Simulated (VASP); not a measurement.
# Fe2Ge (P6_3/mmc) in VASP: further runs

The runs below take Fe2Ge through single point, with PBEsol+D3(BJ).

All numbers are computed with VASP 6.6.1; they aren't measurements. Logs are shortened: lines on timing, memory, paths and dates and some standing lists are left out, and cuts for length are marked.

## Step 1: The cell of the first run

It takes space group P6_3/mmc (No. 194, hexagonal). Conventional cell: a = 4.019 Å, b = 4.019 Å, c = 4.863 Å, α = 90.00°, β = 90.00°, γ = 120.00°. Fe (site symmetry -3m) has 8 Fe at 2.43 to 2.62 Å and 6 Ge at 2.62 Å within 3.2 Å. Within 3.1 Å of Fe (site symmetry -6m2) lie 5 Ge at 2.32 to 2.43 Å and 6 Fe at 2.62 Å. Ge (site symmetry -6m2) has 11 Fe at 2.32 to 2.62 Å within 3.1 Å.

## Step 2: Single point, PBEsol+D3(BJ), collinear spin, ferromagnetic start

File INCAR:

```
PREC = Accurate
ENCUT = 600
EDIFF = 1E-6
ISMEAR = 0
SIGMA = 0.1
LREAL = False
LASPH = True
NELM = 200
ALGO = Normal
ISIF = 2
LWAVE = False
LCHARG = False
ISPIN = 2
MAGMOM = 2.7 2.7 1.78 1.78 0 0
LORBIT = 11
LMAXMIX = 4
GGA = PS
IVDW = 12
NBANDS = 43
GGA_COMPAT = False
```

File KPOINTS:

```
regular mesh
0
Gamma
  6 6 4
```

File POSCAR:

```
Fe2Ge
1.0
    4.0188614854      0.0000000003      0.0000000000
   -2.0094307429      3.4804361405      0.0000000000
    0.0000000000      0.0000000000      4.8627965306
Fe Ge
4 2
Direct
    0.0000000000      0.0000000000      0.0000000000
    0.0000000000      0.0000000000      0.5000000000
    0.6666666667      0.3333333333      0.7500000000
    0.3333333333      0.6666666667      0.2500000000
    0.6666666667      0.3333333333      0.2500000000
    0.3333333333      0.6666666667      0.7500000000
```

Potentials or basis: VASP PAW PBE potentials, release 64 (Fe, Ge_d).

The run is started by

```sh
> cat potpaw_PBE.64/Fe/POTCAR potpaw_PBE.64/Ge_d/POTCAR > POTCAR
> mpirun -np 1 vasp_std > vasp.out
```

OUTCAR:

```text
PREC = Accurate
   ENCUT = 600
   EDIFF = 1E-6
   ISMEAR = 0
   LREAL = False
   LASPH = True
   NELM = 200
   ISIF = 2
   ISPIN = 2
   LORBIT = 11
   GGA = PS
   IVDW = 12
 IVDW          = 12

 ion  position               nearest neighbor table
   1  0.000  0.000  0.000-   2 2.43   2 2.43   4 2.62   5 2.62   6 2.62   3 2.62   4 2.62   6 2.62
                             3 2.62   5 2.62   3 2.62   5 2.62   4 2.62   6 2.62
   2  0.000  0.000  0.500-   1 2.43   1 2.43   4 2.62   5 2.62   6 2.62   3 2.62   4 2.62   6 2.62
                             3 2.62   5 2.62   3 2.62   5 2.62   4 2.62   6 2.62
   3  0.667  0.333  0.750-   6 2.32   6 2.32   6 2.32   5 2.43   5 2.43   1 2.62   2 2.62   1 2.62
                             2 2.62   1 2.62   2 2.62
   4  0.333  0.667  0.250-   5 2.32   5 2.32   5 2.32   6 2.43   6 2.43   1 2.62   2 2.62   2 2.62
                             1 2.62   2 2.62   1 2.62
   5  0.667  0.333  0.250-   4 2.32   4 2.32   4 2.32   3 2.43   3 2.43   1 2.62   2 2.62   1 2.62
                             2 2.62   1 2.62   2 2.62
   6  0.333  0.667  0.750-   3 2.32   3 2.32   3 2.32   4 2.43   4 2.43   1 2.62   2 2.62   2 2.62
                             1 2.62   2 2.62   1 2.62

  LATTYP: Found a hexagonal cell.
 ALAT       =     4.0188614854
 C/A-ratio  =     1.2099935637

  Lattice vectors:

 A1 = (   4.0188614854,   0.0000000003,   0.0000000000)
 A2 = (  -2.0094307429,   3.4804361405,   0.0000000000)
 A3 = (   0.0000000000,   0.0000000000,   4.8627965306)

Analysis of symmetry for initial positions (statically):
=====================================================================
 Subroutine PRICEL returns:
 Original cell was already a primitive cell.

 Routine SETGRP: Setting up the symmetry group for a
 hexagonal supercell.

 Subroutine GETGRP returns: Found 24 space group operations
 (whereof 12 operations were pure point group operations)
 out of a pool of 24 trial point group operations.

The static configuration has the point symmetry D_3d.
 The point group associated with its full space group is D_6h.

Analysis of symmetry for dynamics (positions and initial velocities):
=====================================================================
 Subroutine PRICEL returns:
 Original cell was already a primitive cell.

 Routine SETGRP: Setting up the symmetry group for a
 hexagonal supercell.

 Subroutine GETGRP returns: Found 24 space group operations
 (whereof 12 operations were pure point group operations)
 out of a pool of 24 trial point group operations.

The dynamic configuration has the point symmetry D_3d.
 The point group associated with its full space group is D_6h.

Analysis of structural, dynamic, and magnetic symmetry:
=====================================================================
 Subroutine PRICEL returns:
 Original cell was already a primitive cell.

 Routine SETGRP: Setting up the symmetry group for a
 hexagonal supercell.

 Subroutine GETGRP returns: Found 24 space group operations
 (whereof 12 operations were pure point group operations)
 out of a pool of 24 trial point group operations.

The overall configuration has the point symmetry D_3d.
 The point group associated with its full space group is D_6h.

 Subroutine INISYM returns: Found 24 space group operations
 (whereof 12 operations are pure point group operations),
 and found     1 'primitive' translations

----------------------------------------------------------------------------------------

                                     Primitive cell

  volume of cell :      68.0178

  direct lattice vectors                    reciprocal lattice vectors
     4.018861485  0.000000000  0.000000000     0.248826690  0.143660156  0.000000000
    -2.009430743  3.480436141  0.000000000    -0.000000000  0.287320313  0.000000000
     0.000000000  0.000000000  4.862796531     0.000000000  0.000000000  0.205642986

  length of vectors
     4.018861485  4.018861485  4.862796531     0.287320313  0.287320313  0.205642986

  position of ions in fractional coordinates (direct lattice)
     0.000000000  0.000000000  0.000000000
     0.000000000  0.000000000  0.500000000
[... 46 lines left out ...]
  0.166667  0.166667  0.000000      6.000000
  0.333333  0.166667  0.000000     12.000000
[... 13 lines left out ...]
  0.333333  0.166667  0.500000     12.000000
  0.333333  0.333333  0.500000      2.000000
   k-points           NKPTS =     21   k-points in BZ     NKDIM =     21   number of bands    NBANDS=     43
   number of dos      NEDOS =    301   number of ions     NIONS =      6
   total plane-waves  NPLWV =  40960
   dimension x,y,z NGX =    32 NGY =   32 NGZ =   40
   dimension x,y,z NGXF=    64 NGYF=   64 NGZF=   80
   ions per type =               4   2
   NGX,Y,Z   is equivalent  to a cutoff of  13.24, 13.24, 13.67 a.u.
   NGXF,Y,Z  is equivalent  to a cutoff of  26.47, 26.47, 27.35 a.u.
 SYSTEM =  unknown system
   PREC   = accura    normal or accurate (medium, high low for compatibility)
   ISTART =      0    job   : 0-new  1-cont  2-samecut
   ICHARG =      2    charge: 1-file 2-atom 10-const
   ISPIN  =      2    spin polarized calculation?
   LNONCOLLINEAR =      F non collinear calculations
   LSORBIT =      F    spin-orbit coupling
   LASPH  =      T    aspherical Exc in radial PAW
   ENCUT  =  600.0 eV  44.10 Ry    6.64 a.u.   8.03  8.03  9.71*2*pi/ulx,y,z
   NELM   =    200;   NELMIN=  2; NELMDL= -5     # of ELM steps
   EDIFF  = 0.1E-05   stopping-criterion for ELM
   LREAL  =      F    real-space projection
   EDIFFG = 0.1E-04   stopping-criterion for IOM
   NSW    =      0    number of steps for IOM
   IBRION =     -1    ionic relax: 0-MD 1-quasi-New 2-CG
   NFREE  =      0    steps in history (QN), initial steepest desc. (CG)
   ISIF   =      2    stress and relaxation
   ISYM   =      2    0-nonsym 1-usesym 2-fastsym
   POTIM  = 0.5000    time-step for ionic-motion
   TEBEG  =    0.0;   TEEND  =   0.0 temperature during run
   PSTRESS=    0.0 pullay stress
   NELECT =      60.0000    total number of electrons
   NUPDOWN=      -1.0000    fix difference up-down
   EMIN   =  10.00;   EMAX   =-10.00  energy-range for DOS
   EFERMI =   0.00;   METHOD = LEGACY
   ISMEAR =     0;   SIGMA  =   0.10  broadening in eV -4-tet -1-fermi 0-gaus
   EFERMI_NEDOS =   21; number of points for ismear=-14 and -15
   IALGO  =     38    algorithm
   IMIX   =      4    mixing-type and parameters
     AMIX     =   0.40;   BMIX     =  1.00
     AMIX_MAG =   1.60;   BMIX_MAG =  1.00
  volume/ion in A,a.u.               =      11.34        76.50
  Fermi-wavevector in a.u.,A,eV,Ry     =   1.570065  2.966993 33.539780  2.465104
  Thomas-Fermi vector in A             =   2.671854
   LORBIT       =     11    0 simple, 1 ext, 2 COOP (PROOUT), +10 PAW based schemes
   GGA     = PS    functional components
   LHFCALC =     F    Hartree Fock is set to
   AEXX    =    0.0000 exact exchange contribution
   IVDW    =    12    specifies the selected vdW correction
   LEPSILON=     F    determine dielectric tensor
   LRPA    =     F    only Hartree local field effects (RPA)
 spin polarized calculation
 Gauss-broadening in eV      SIGMA  =   0.10
  energy-cutoff  :      600.00
  volume of cell :       68.02
 maximum number of plane-waves:      2292
   NGX = 17   NGY = 17   NGZ = 19

 number of electron      59.9999993 magnetization       6.5751640

 Free energy of the ion-electron system (eV)
  ---------------------------------------------------
  ext. energy  EPLUGINS =         0.00000000
  ---------------------------------------------------
  free energy    TOTEN  =       -46.10215431 eV

  energy without entropy =      -46.07803436  energy(sigma->0) =      -46.09009434

 E-fermi :   8.4751     XC(G=0): -13.6060

 val. band max:        8.4649022964   @ k =   0.3333   0.3333   0.0000
 cond. band min:       8.4808581147   @ k =   0.5000   0.0000   0.5000
 fundamental gap:      0.0159558183
 Fermi energy:         8.4750727037

 spin component 1

 k-point     1 :       0.0000    0.0000    0.0000
  band No.  band energies     occupation
      1     -16.1620      1.00000
      2     -16.1545      1.00000
      3     -16.1286      1.00000
      4     -16.1286      1.00000
      5     -16.1045      1.00000
      6     -16.1045      1.00000
[... 934 lines left out ...]
     41      17.0023      0.00000
     42      17.0023      0.00000
 Fermi energy:         8.4750727037

 spin component 2

 k-point     1 :       0.0000    0.0000    0.0000
  band No.  band energies     occupation
      1     -16.1721      1.00000
      2     -16.1647      1.00000
      3     -16.1431      1.00000
      4     -16.1431      1.00000
      5     -16.1122      1.00000
      6     -16.1122      1.00000
[... 934 lines left out ...]
     41      17.4949      0.00000
     42      17.4949      0.00000
 [bands above 42 left out]

------------------------ aborting loop because EDIFF is reached ----------------------------------------

 Edisp (eV)   -2.38676

 E8    (eV) :    -1.5975

  FORCE on cell =-STRESS in cart. coord.  units (eV):
  Direction    XX          YY          ZZ          XY          YZ          ZX
  --------------------------------------------------------------------------------------
  -------------------------------------------------------------------------------------
  Total       0.04171     0.04171    -0.02206     0.00000     0.00000     0.00000
  in kB       0.98249     0.98249    -0.51959     0.00000     0.00000     0.00000
  external pressure =        0.48 kB  Pullay stress =        0.00 kB

 VOLUME and BASIS-vectors are now :
 -----------------------------------------------------------------------------
  energy-cutoff  :      600.00
  volume of cell :       68.02
      direct lattice vectors                 reciprocal lattice vectors
     4.018861485  0.000000000  0.000000000     0.248826690  0.143660156  0.000000000
    -2.009430743  3.480436141  0.000000000    -0.000000000  0.287320313  0.000000000
     0.000000000  0.000000000  4.862796531     0.000000000  0.000000000  0.205642986

 POSITION                                       TOTAL-FORCE (eV/Angst)
 -----------------------------------------------------------------------------------
      0.00000      0.00000      0.00000        -0.000000     -0.000000      0.000000
      0.00000      0.00000      2.43140        -0.000000     -0.000000      0.000000
      2.00943      1.16015      3.64710        -0.000000     -0.000000      0.000000
     -0.00000      2.32029      1.21570         0.000000      0.000000      0.000000
      2.00943      1.16015      1.21570        -0.000000     -0.000000      0.000000
     -0.00000      2.32029      3.64710         0.000000      0.000000      0.000000
 -----------------------------------------------------------------------------------
    total drift:                               -0.000000      0.000000      0.000000

  FREE ENERGIE OF THE ION-ELECTRON SYSTEM (eV)
  ---------------------------------------------------
  free  energy   TOTEN  =       -48.4889126695 eV

  energy  without entropy=      -48.4647927159  energy(sigma->0) =      -48.47685269

 total charge

# of ion       s       p       d       tot
------------------------------------------
    1        0.423   0.546   6.332   7.301
    2        0.423   0.546   6.332   7.301
    3        0.448   0.559   6.584   7.590
    4        0.448   0.559   6.584   7.590
    5        1.093   1.388  10.149  12.630
    6        1.093   1.388  10.149  12.630
--------------------------------------------------
tot          3.928   4.985  46.129  55.042

 magnetization (x)

# of ion       s       p       d       tot
------------------------------------------
    1       -0.000   0.006   2.141   2.147
    2       -0.000   0.006   2.141   2.147
    3        0.006  -0.000   1.184   1.189
    4        0.006  -0.000   1.184   1.189
    5       -0.004  -0.071   0.008  -0.067
    6       -0.004  -0.071   0.008  -0.067
--------------------------------------------------
tot          0.003  -0.129   6.665   6.539
```

It took 3.9 min on 1 thread of Oxide Virtual Turin-like, shared host; peak memory 0.26 GiB.

Results:

```
Free energy                                           : -48.4889 eV
Pressure                                              : 0.0 GPa
Net moment                                            : 6.58 μB per cell
Site moments                                          : Fe +2.15, +1.19 (each value once); Ge -0.07 μB
Valence electrons inside the program's atomic spheres : Fe 7.30, 7.59 (each value once); Ge 12.63
Dispersion energy per atom                            : -0.398 eV
```

Caveat: the PAW data sets were made with another functional, which shifts forces and pressure a little.

## Step 3: Single point, PBEsol+D3(BJ), collinear spin, ferromagnetic start

This run uses another cell than the first one, of 12.35 Å³/atom.

File INCAR:

```
SYSTEM = Fe2Ge
PREC = Accurate
ENCUT = 600
EDIFF = 1E-6
ISMEAR = 0
SIGMA = 0.1
LREAL = .False.
LASPH = .True.
NELM = 200
ALGO = Normal
ISIF = 2
LWAVE = .False.
LCHARG = .True.
ISPIN = 2
MAGMOM = 2.5 2.5 2.5 2.5 0 0
LORBIT = 11
LMAXMIX = 4
GGA = PS
IVDW = 12
LELF = .True.
LVHAR = .True.
NBANDS = 43
GGA_COMPAT = .False.
```

File KPOINTS:

```
Automatic mesh
0
Gamma
  6 6 4
  0 0 0
```

File POSCAR:

```
Fe2Ge
1.0
    4.1328681390      0.0000000000      0.0000000000
   -2.0664340700      3.5791687990      0.0000000000
    0.0000000000      0.0000000000      5.0087520000
Fe Ge
4 2
Direct
    0.0000000000      0.0000000000      0.0000000000
    0.0000000000      0.0000000000      0.5000000000
    0.6666666700      0.3333333300      0.7500000000
    0.3333333300      0.6666666700      0.2500000000
    0.6666666700      0.3333333300      0.2500000000
    0.3333333300      0.6666666700      0.7500000000
```

Potentials or basis: VASP PAW PBE potentials, release 64 (Fe, Ge_d).

The run is started by

```sh
> cat potpaw_PBE.64/Fe/POTCAR potpaw_PBE.64/Ge_d/POTCAR > POTCAR
> mpirun -np 1 vasp_std > vasp.out
```

Wall time 5.2 min (1 thread of Oxide Virtual Turin-like, shared host); peak memory 0.3 GiB.

Results (log left out):

```yaml
Free_energy: -48.2337 eV
Pressure: -12.6 GPa
Net_moment: 8.04 μB per cell
Site_moments: Fe +2.45, +1.64 (each value once); Ge -0.08 μB
Valence_electrons_inside_the_program's_atomic_spheres: Fe 7.12, 7.38 (each value once); Ge 12.51
Dispersion_energy_per_atom: -0.365 eV
```

Stress tensor (GPa, compression positive):
```
-12.65   0.00   0.00
  0.00 -12.65   0.00
  0.00   0.00 -12.43
```

Levels at points of the mesh, in eV from the Fermi level:
Spin up:
```
           k point  band 30  band 31  band 32  band 33  band 34  band 35  band 36  band 37  band 38  band 39
(0.00, 0.00, 0.00)    -0.77    -0.77    -0.57     0.03     2.01     2.58     2.58     2.82     2.93     2.93
(0.50, 0.00, 0.00)    -1.42    -1.38    -1.02    -0.72    -0.68    -0.59     0.84     1.73     3.22     3.49
(0.00, 0.00, 0.50)    -1.07    -1.07    -1.07     1.32     1.32     3.20     3.20     3.20     3.20     4.65
(0.50, 0.00, 0.50)    -1.71    -1.47    -1.47    -0.74    -0.74     0.97     0.97     2.50     2.50     6.49
```
Spin down:
```tsv
k point	band 23	band 24	band 25	band 26	band 27	band 28	band 29	band 30
(0.00, 0.00, 0.00)	-0.11	-0.11	-0.05	0.53	0.69	0.69	0.89	0.89
(0.50, 0.00, 0.00)	-0.78	-0.68	-0.66	-0.63	-0.07	0.19	0.48	0.68
(0.00, 0.00, 0.50)	-0.41	-0.41	0.56	0.56	0.56	0.56	0.78	0.78
(0.50, 0.00, 0.50)	-0.80	-0.80	-0.31	-0.31	0.19	0.19	0.21	0.21
```

Caveat: the cell stands under tension; the PAW data sets were made with another functional, which shifts forces and pressure a little.
